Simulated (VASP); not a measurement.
Crystal: C.

```
C
1.0
     2.10720    0.00000    0.00000
    -1.05360    1.82488    0.00000
     0.00000    0.00000    3.44105
C
2
Direct
  0.33333 0.66667 0.25000
  0.66667 0.33333 0.75000
```

| Property | Result |
| --- | --- |
| Program | VASP 6.6.1 |
| Task | relaxation of cell and atoms |
| Functional | LDA |
| Potentials or basis | VASP PAW LDA potentials, release 64 (C) |
| Cutoff | 600 eV |
| k mesh | 17 × 17 × 9 |
| Occupations | fermi-dirac, width 0.1 eV |
| Spin | no spin polarisation |

At the start: pressure -3.2 GPa; volume 6.62 Å³/atom.

Task: How do energy, volume and symmetry change on relaxing?

Result: Over 20 steps the energy falls by 443.7 meV/atom and the volume is 6.50 Å³/atom (-1.8 %); space group P6_3/mmc (No. 194, to 0.05 Å).

The path:
| step | energy change (eV) | largest force (eV/Å) | pressure (GPa) | volume (Å³) |
| --- | --- | --- | --- | --- |
| 1 | 0.0000 | 0.0000 | -3.22 | 13.23 |
| 2 | -0.0046 | 0.0000 | 0.05 | 12.98 |
| 3 | -0.0049 | 0.0000 | 1.01 | 12.91 |
| 4 | -0.0063 | 0.0000 | 0.55 | 12.94 |
| 5 | -0.0116 | 0.0000 | -0.51 | 13.01 |
| 6 | -0.0464 | 0.0000 | -2.17 | 13.13 |
| 7 | -0.1339 | 0.0000 | -4.86 | 13.33 |
| 8 | -0.3249 | 0.0000 | -6.97 | 13.52 |
| 9 | -0.8714 | 0.0000 | 1.31 | 13.17 |
| 10 | -0.6843 | 0.0000 | -7.68 | 13.45 |
| 11 | -0.8732 | 0.0000 | -8.10 | 13.29 |
| 12 | -0.8837 | 0.0000 | -4.82 | 13.25 |
| 13 | -0.8815 | 0.0000 | -1.62 | 13.21 |
| 14 | -0.8842 | 0.0000 | -3.82 | 13.24 |
| 15 | -0.8854 | 0.0000 | -3.07 | 13.18 |
| 16 | -0.8870 | 0.0000 | -1.36 | 13.06 |
| 17 | -0.8854 | 0.0000 | 2.22 | 12.83 |
| 18 | -0.8872 | 0.0000 | -0.47 | 13.00 |
| 19 | -0.8873 | 0.0000 | -0.19 | 13.00 |
| 20 | -0.8873 | 0.0000 | 0.01 | 12.99 |

Final structure:
```xyz
2
Lattice="1.6926 0.0000 0.0000 -0.8463 1.4658 0.0000 0.0000 0.0000 5.2370" Properties=species:S:1:pos:R:3 pbc="T T T"
C     0.0000    0.9772    1.3093
C     0.8463    0.4886    3.9278
```
